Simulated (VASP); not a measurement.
# Y in VASP: notebook

The runs below take Y through single point, relaxation of cell and atoms, with PBE.

Program: VASP 6.6.1. These are calculated values, not measurements. Logs are shortened: lines on timing, memory, paths and dates and some standing lists are left out, and cuts for length are marked.

**1. The cell of the first run**

It takes space group R-3m (No. 166, trigonal). The conventional cell has a = 3.581 Å, b = 3.581 Å, c = 8.743 Å, α = 90.00°, β = 90.00°, γ = 120.00°. Y (site symmetry -3m) has 12 Y at 3.57 to 3.58 Å within 4.7 Å.

This isn't the form of Y at room conditions, which is hcp.

**2. Single point, PBE**

File INCAR:

```
PREC     = Accurate       # precision mode
ENCUT    = 520            # plane-wave cutoff, eV
EDIFF    = 1E-6           # SCF threshold, eV
ISMEAR   = 0              # smearing method
SIGMA    = 0.1            # smearing width, eV
LREAL    = F              # projectors in reciprocal space
LASPH    = T              # aspherical terms in the spheres
NELM     = 100            # most SCF steps
ALGO     = Normal         # electronic algorithm
ISIF     = 2              # what is computed and relaxed
LWAVE    = F              # write WAVECAR
LCHARG   = F              # write CHGCAR
GGA      = PE             # functional
NBANDS   = 18             # bands
```

File KPOINTS:

```
regular mesh
0
Gamma
  6 6 6
```

File POSCAR:

```
Y
1.0
    1.7903197530      1.0336415913      5.8283348095
   -1.7903197530      1.0336415913      5.8283348095
    0.0000000000     -2.0672831826      5.8283348095
Y
2
Direct
    0.2499957844      0.2499957844      0.2499957844
    0.7500042156      0.7500042156      0.7500042156
```

Potentials or basis: VASP PAW PBE potentials, release 64 (Y_sv).

Started as:

```sh
$ cat potpaw_PBE.64/Y_sv/POTCAR > POTCAR
$ mpirun -np 1 vasp_std > vasp.out
```

OUTCAR:

```text
PREC = Accurate
   ENCUT = 520
   EDIFF = 1E-6
   ISMEAR = 0
   LREAL = F
   LASPH = T
   NELM = 100
   ISIF = 2
   GGA = PE

 ion  position               nearest neighbor table
   1  0.250  0.250  0.250-   2 3.57   2 3.57   2 3.57   2 3.57   2 3.57   2 3.57
   2  0.750  0.750  0.750-   1 3.57   1 3.57   1 3.57   1 3.57   1 3.57   1 3.57

  LATTYP: Found a trigonal (rhomboedric) cell.
 ALAT       =     6.1841043336
 COS(alpha) =     0.8323754649

  Lattice vectors:

 A1 = (   1.7903197530,   1.0336415913,   5.8283348095)
 A2 = (  -1.7903197530,   1.0336415913,   5.8283348095)
 A3 = (   0.0000000000,  -2.0672831826,   5.8283348095)

Analysis of symmetry for initial positions (statically):
=====================================================================
 Subroutine PRICEL returns:
 Original cell was already a primitive cell.

 Routine SETGRP: Setting up the symmetry group for a
 trigonal (rhombohedral) supercell.

 Subroutine GETGRP returns: Found 12 space group operations
 (whereof 12 operations were pure point group operations)
 out of a pool of 12 trial point group operations.

The static configuration has the point symmetry D_3d.

Analysis of symmetry for dynamics (positions and initial velocities):
=====================================================================
 Subroutine PRICEL returns:
 Original cell was already a primitive cell.

 Routine SETGRP: Setting up the symmetry group for a
 trigonal (rhombohedral) supercell.

 Subroutine GETGRP returns: Found 12 space group operations
 (whereof 12 operations were pure point group operations)
 out of a pool of 12 trial point group operations.

The dynamic configuration has the point symmetry D_3d.

 Subroutine INISYM returns: Found 12 space group operations
 (whereof 12 operations are pure point group operations),
 and found     1 'primitive' translations

----------------------------------------------------------------------------------------

                                     Primitive cell

  volume of cell :      64.7137

  direct lattice vectors                    reciprocal lattice vectors
     1.790319753  1.033641591  5.828334810     0.279279720  0.161242222  0.057191864
    -1.790319753  1.033641591  5.828334810    -0.279279720  0.161242222  0.057191864
     0.000000000 -2.067283183  5.828334810     0.000000000 -0.322484443  0.057191864

[... 80 lines left out ...]
   LASPH  =      T    aspherical Exc in radial PAW
   ENCUT  =  520.0 eV  38.22 Ry    6.18 a.u.  11.50 11.50 11.50*2*pi/ulx,y,z
   NELM   =    100;   NELMIN=  2; NELMDL= -5     # of ELM steps
   EDIFF  = 0.1E-05   stopping-criterion for ELM
   LREAL  =      F    real-space projection
   EDIFFG = 0.1E-04   stopping-criterion for IOM
   NSW    =      0    number of steps for IOM
   IBRION =     -1    ionic relax: 0-MD 1-quasi-New 2-CG
   NFREE  =      0    steps in history (QN), initial steepest desc. (CG)
   ISIF   =      2    stress and relaxation
   ISYM   =      2    0-nonsym 1-usesym 2-fastsym
   POTIM  = 0.5000    time-step for ionic-motion
   TEBEG  =    0.0;   TEEND  =   0.0 temperature during run
   PSTRESS=    0.0 pullay stress
   NELECT =      22.0000    total number of electrons
   NUPDOWN=      -1.0000    fix difference up-down
   EMIN   =  10.00;   EMAX   =-10.00  energy-range for DOS
   EFERMI =   0.00;   METHOD = LEGACY
   ISMEAR =     0;   SIGMA  =   0.10  broadening in eV -4-tet -1-fermi 0-gaus
   EFERMI_NEDOS =   21; number of points for ismear=-14 and -15
   IALGO  =     38    algorithm
   IMIX   =      4    mixing-type and parameters
     AMIX     =   0.40;   BMIX     =  1.00
     AMIX_MAG =   1.60;   BMIX_MAG =  1.00
  volume/ion in A,a.u.               =      32.36       218.35
  Fermi-wavevector in a.u.,A,eV,Ry     =   1.142572  2.159148 17.762012  1.305471
  Thomas-Fermi vector in A             =   2.279270
   LORBIT       =      0    0 simple, 1 ext, 2 COOP (PROOUT), +10 PAW based schemes
   GGA     = PE    functional components
   LHFCALC =     F    Hartree Fock is set to
   AEXX    =    0.0000 exact exchange contribution
   IVDW    =     0    specifies the selected vdW correction
   LEPSILON=     F    determine dielectric tensor
   LRPA    =     F    only Hartree local field effects (RPA)
 non-spin polarized calculation
 Gauss-broadening in eV      SIGMA  =   0.10
  energy-cutoff  :      520.00
  volume of cell :       64.71
 maximum number of plane-waves:      1761
 NGX is ok and might be reduce to    48

 number of electron      22.0000000 magnetization

 Free energy of the ion-electron system (eV)
  ---------------------------------------------------
  ext. energy  EPLUGINS =         0.00000000
  ---------------------------------------------------
  free energy    TOTEN  =       -12.82775181 eV

  energy without entropy =      -12.80941482  energy(sigma->0) =      -12.81858331

 E-fermi :   3.1326     XC(G=0):  -9.4807

 val. band max:        3.1254020294   @ k =   0.5000   0.1667   0.1667
 cond. band min:       3.1407817991   @ k =  -0.3333   0.5000   0.3333
 fundamental gap:      0.0153797697
 Fermi energy:         3.1325921616

 k-point     1 :       0.0000    0.0000    0.0000
  band No.  band energies     occupation
      1     -39.5332      2.00000
      2     -39.4655      2.00000
      3     -19.8082      2.00000
      4     -19.3045      2.00000
      5     -19.3045      2.00000
      6     -19.2274      2.00000
[... 481 lines left out ...]
      5     -19.4709      2.00000
      6     -19.3999      2.00000
[... 10 lines left out ...]
     17       8.4712      0.00000
     18       8.5322      0.00000

 [... further k-points ...]

------------------------ aborting loop because EDIFF is reached ----------------------------------------

  FORCE on cell =-STRESS in cart. coord.  units (eV):
  Direction    XX          YY          ZZ          XY          YZ          ZX
  --------------------------------------------------------------------------------------
  -------------------------------------------------------------------------------------
  Total       -0.0497207     -0.0497207      0.0109972      0.0000000      0.0000000      0.0000000
  in kB       -1.2309810     -1.2309810      0.2722681      0.0000000      0.0000000      0.0000000
  external PRESSURE =      -0.7298980 kB  Pullay stress =       0.0000000 kB

 VOLUME and BASIS-vectors are now :
 -----------------------------------------------------------------------------
  energy-cutoff  :      520.00
  volume of cell :       64.71
      direct lattice vectors                 reciprocal lattice vectors
     1.790319753  1.033641591  5.828334810     0.279279720  0.161242222  0.057191864
    -1.790319753  1.033641591  5.828334810    -0.279279720  0.161242222  0.057191864
     0.000000000 -2.067283183  5.828334810     0.000000000 -0.322484443  0.057191864

 POSITION                                       TOTAL-FORCE (eV/Angst)
 -----------------------------------------------------------------------------------
      0.00000      0.00000      4.37118         0.000000      0.000000      0.000384
      0.00000      0.00000     13.11383         0.000000      0.000000     -0.000384
 -----------------------------------------------------------------------------------
    total drift:                               -0.000000     -0.000000      0.000000

  FREE ENERGIE OF THE ION-ELECTRON SYSTEM (eV)
  ---------------------------------------------------
  free  energy   TOTEN  =       -12.8277518105 eV

  energy  without entropy=      -12.8094148151  energy(sigma->0) =      -12.81858331
```

It took 45 s on 1 thread of Intel Xeon 6975P-C (Granite Rapids), shared host; peak memory 0.34 GiB.

What came out:

- Free energy: -12.8278 eV
- Pressure: -0.1 GPa
- Band gap on the k mesh: zero (bands 11 and 12 overlap by 1.21 eV)

**3. Single point, PBE**

This run uses another cell than the first one: it holds 1 atom, not 2.

File INCAR:

```
PREC = Accurate ; ENCUT = 520
EDIFF = 1E-6 ; ISMEAR = 0
SIGMA = 0.1 ; LREAL = F
LASPH = T ; NELM = 60
ALGO = Normal ; ISIF = 2
LWAVE = F ; LCHARG = F
GGA = PE ; NBANDS = 12
```

File KPOINTS:

```
regular mesh
0
Gamma
  18 18 18
```

File POSCAR:

```
Y
1.0
    0.0000000000      2.5307981311      2.5307981311
    2.5307981311      0.0000000000      2.5307981311
    2.5307981311      2.5307981311      0.0000000000
Y
1
Direct
    0.5000000000      0.5000000000      0.5000000000
```

Potentials or basis: VASP PAW PBE potentials, release 64 (Y_sv).

Started as:

```sh
$ cat potpaw_PBE.64/Y_sv/POTCAR > POTCAR
$ mpirun -np 1 vasp_std > vasp.out
```

Run time: 33 s. Hardware: 1 thread of Intel Xeon 6975P-C (Granite Rapids), shared host; peak memory 0.23 GiB.

It converged, with:

```yaml
Free_energy: -6.4114 eV
Pressure: -0.1 GPa
Band_gap_on_the_k_mesh: zero (an odd number of electrons rules out a gap without spin polarisation)
```

Levels at points of the mesh, in eV from the Fermi level:
| k point | band 2 | band 3 | band 4 | band 5 | band 6 | band 7 | band 8 | band 9 |
| --- | --- | --- | --- | --- | --- | --- | --- | --- |
| (0.00, 0.00, 0.00) | -22.37 | -22.37 | -22.37 | -4.76 | 1.79 | 1.79 | 1.79 | 3.81 |
| (0.50, 0.00, 0.00) | -22.94 | -22.44 | -22.44 | -1.98 | 0.62 | 1.62 | 1.62 | 5.26 |
| (0.50, 0.50, 0.00) | -22.90 | -22.57 | -22.57 | -1.75 | -0.88 | 2.09 | 5.27 | 5.68 |

**4. Relaxation of cell and atoms, PBE**

This run uses another cell than the first one: it holds 1 atom, not 2.

File INCAR:

```
  ALGO = Normal
  EDIFF = 1E-6
  EDIFFG = -0.01
  ENCUT = 600
  GGA = PE
  IBRION = 2
  ISIF = 3
  ISMEAR = 0
  LASPH = T
  LCHARG = F
  LREAL = F
  LWAVE = F
  NELM = 80
  NSW = 100
  PREC = Accurate
  SIGMA = 0.1
```

File KPOINTS:

```
k-points
0
Gamma
  18 18 18
```

File POSCAR:

```
Y
1.0
    0.0000000000      2.5291802373      2.5291802373
    2.5291802373      0.0000000000      2.5291802373
    2.5291802373      2.5291802373      0.0000000000
Y
1
Direct
    0.5000000000      0.5000000000      0.5000000000
```

Started as:

```sh
$ cat potpaw_PBE.64/Y_sv/POTCAR > POTCAR
$ mpirun -np 1 vasp_std > vasp.out
```

Wall time 31 s (1 thread of Intel Xeon 6975P-C (Granite Rapids), shared host); peak memory 0.26 GiB.

It converged, with:

```
Free energy             : -6.4115 eV
Pressure after relaxing : 0.0 GPa
Band gap on the k mesh  : zero (an odd number of electrons rules out a gap without spin polarisation)
```

Final structure:
```yaml
crystal:
  lattice:
    - [0.00000, 2.52918, 2.52918]
    - [2.52918, 0.00000, 2.52918]
    - [2.52918, 2.52918, 0.00000]
  atoms:
    - { symbol: Y, position: [0.50000, 0.50000, 0.50000] }
```

Levels at points of the mesh, in eV from the Fermi level:
```
           k point  band 3  band 4  band 5  band 6  band 7  band 8
(0.00, 0.00, 0.00)  -22.36  -22.36   -4.77    1.79    1.79    1.79
(0.50, 0.00, 0.00)  -22.44  -22.44   -1.98    0.63    1.62    1.62
(0.50, 0.50, 0.00)  -22.57  -22.57   -1.76   -0.88    2.10    5.28
```

**5. Summary**

```tsv
task	cell	k mesh	cutoff (eV)	gap on the mesh (eV)	pressure (GPa)
single point	a = 6.184 Å, angles 33.7°, 2 atoms, atomic positions A	6 × 6 × 6	520	none	-0.1
single point	a = 3.579 Å, angles 60.0°, 1 atom, atomic positions B	18 × 18 × 18	520	none	-0.1
relaxation of cell and atoms	relaxed from a = 3.577 Å, angles 60.0°, 1 atom, atomic positions B	18 × 18 × 18	600	none	0.0
```

Alike in all rows: level PBE; potentials or basis VASP PAW PBE potentials, release 64 (Y_sv); no spin polarisation; smearing gaussian 0.1 eV.

Absolute energies hang on the potentials; compare differences alone.
